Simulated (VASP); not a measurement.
A run of VASP 6.6.1:

POSCAR

```
KBr
1.0
    3.9762553130      0.0000000000      0.0000000000
    0.0000000000      3.9762553130      0.0000000000
    0.0000000000      0.0000000000      3.9762553130
K Br
1 1
Direct
    0.0000000000      0.0000000000      0.0000000000
    0.5000000000      0.5000000000      0.5000000000
```

INCAR.step1

```
SYSTEM = KBr
PREC     = Accurate       ! precision mode
ENCUT    = 520            ! plane-wave cutoff, eV
EDIFF    = 1E-5           ! SCF threshold, eV
ISMEAR   = 0              ! smearing method
SIGMA    = 0.01           ! smearing width, eV
LREAL    = .False.        ! projectors in reciprocal space
LASPH    = .True.         ! aspherical terms in the spheres
NELM     = 60             ! most SCF steps
ALGO     = Normal         ! electronic algorithm
ISIF     = 2              ! what is computed and relaxed
LWAVE    = .True.         ! write WAVECAR
LCHARG   = .False.        ! write CHGCAR
GGA      = PE             ! functional
NBANDS   = 15             ! bands
```

INCAR.step2

```
SYSTEM = KBr
PREC     = Accurate       ! precision mode
ENCUT    = 520            ! plane-wave cutoff, eV
EDIFF    = 1E-6           ! SCF threshold, eV
ISMEAR   = 0              ! smearing method
SIGMA    = 0.01           ! smearing width, eV
LREAL    = .False.        ! projectors in reciprocal space
LASPH    = .True.         ! aspherical terms in the spheres
NELM     = 60             ! most SCF steps
ALGO     = Normal         ! electronic algorithm
ISIF     = 2              ! what is computed and relaxed
LWAVE    = .False.        ! write WAVECAR
LCHARG   = .False.        ! write CHGCAR
GGA      = PE             ! functional
LHFCALC  = .True.         ! exact exchange
AEXX     = 0.35           ! exact-exchange fraction
HFSCREEN = 0.1            ! screening, 1/A
PRECFOCK = Normal       
ISTART   = 1            
NBANDS   = 15             ! bands
```

The input KPOINTS:

```
Automatic mesh
0
Gamma
  4 4 4
  0 0 0
```

Potentials or basis: VASP PAW PBE potentials, release 64 (K_sv, Br).

The run is started by

```console
$ cat potpaw_PBE.64/K_sv/POTCAR potpaw_PBE.64/Br/POTCAR > POTCAR
$ cp INCAR.step1 INCAR
$ mpirun -np 1 vasp_std > vasp.out
$ cp INCAR.step2 INCAR
$ mpirun -np 1 vasp_std > vasp.out
```

Hardware: 1 thread of Intel(R) Xeon(R) 6975P-C (Granite Rapids), with other jobs on the host.

Problem. How long does it take, and how much memory?

Solution. Run time: 3.9 min on 1 thread of Intel(R) Xeon(R) 6975P-C (Granite Rapids) (shared host), peak memory 0.27 GiB. Counts: k points 10.
